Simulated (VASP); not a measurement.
Crystal: PtS2.

```
CELL_PARAMETERS angstrom
3.54320 0.00000 0.00000
-1.77160 3.06850 0.00000
0.00000 0.00000 5.03880
ATOMIC_POSITIONS crystal
Pt 0.00000 0.00000 0.00000
S 0.33333 0.66667 0.25000
S 0.66667 0.33333 0.75000
```

```yaml
Program: VASP 6.6.1
Task: relaxation of cell and atoms
Functional: PBEsol
Potentials_or_basis: VASP PAW PBE potentials, release 64 (Pt, S)
Cutoff: 600 eV
k_mesh: 12 × 12 × 8
Occupations: gaussian, width 0.02 eV
Spin: no spin polarisation
```

At the start: pressure -3.0 GPa; volume 18.26 Å³/atom.

Task: How do energy, volume and symmetry change on relaxing?

Result: Over 19 steps the energy falls by 11.2 meV/atom and the volume is 17.71 Å³/atom (-3.0 %); space group P-3m1 (No. 164, to 0.1 Å) before and after.

Step by step:
| step | energy change (eV) | largest force (eV/Å) | pressure (GPa) | volume (Å³) |
| --- | --- | --- | --- | --- |
| 1 | 0.0000 | 0.5927 | -3.05 | 54.78 |
| 2 | 0.0131 | 0.4770 | 6.62 | 52.07 |
| 3 | -0.0209 | 0.1466 | 0.91 | 53.56 |
| 4 | -0.0309 | 0.0518 | 0.24 | 53.86 |
| 5 | -0.0326 | 0.0061 | -0.17 | 54.05 |
| 6 | -0.0326 | 0.0032 | -0.14 | 54.04 |
| 7 | -0.0326 | 0.0354 | 0.14 | 53.92 |
| 8 | -0.0326 | 0.0268 | 0.06 | 53.95 |
| 9 | -0.0327 | 0.0292 | 0.06 | 53.92 |
| 10 | -0.0328 | 0.0364 | 0.04 | 53.81 |
| 11 | -0.0330 | 0.0510 | 0.02 | 53.60 |
| 12 | -0.0331 | 0.0379 | -0.06 | 53.57 |
| 13 | -0.0333 | 0.0006 | -0.32 | 53.48 |
| 14 | -0.0333 | 0.0008 | -0.26 | 53.42 |
| 15 | -0.0335 | 0.0007 | -0.09 | 53.24 |
| 16 | -0.0334 | 0.0006 | 0.26 | 52.88 |
| 17 | -0.0335 | 0.0008 | 0.03 | 53.12 |
| 18 | -0.0335 | 0.0005 | 0.02 | 53.13 |
| 19 | -0.0335 | 0.0012 | 0.02 | 53.12 |

Final structure:
```
CELL_PARAMETERS angstrom
3.56574 0.00000 0.00000
-1.78287 3.08802 0.00000
0.00000 0.00000 4.82414
ATOMIC_POSITIONS crystal
Pt 0.00000 0.00000 0.00000
S 0.33333 0.66667 0.24842
S 0.66667 0.33333 0.75158
```

Caveat: the PAW data sets were made with another functional, which shifts forces and pressure a little.
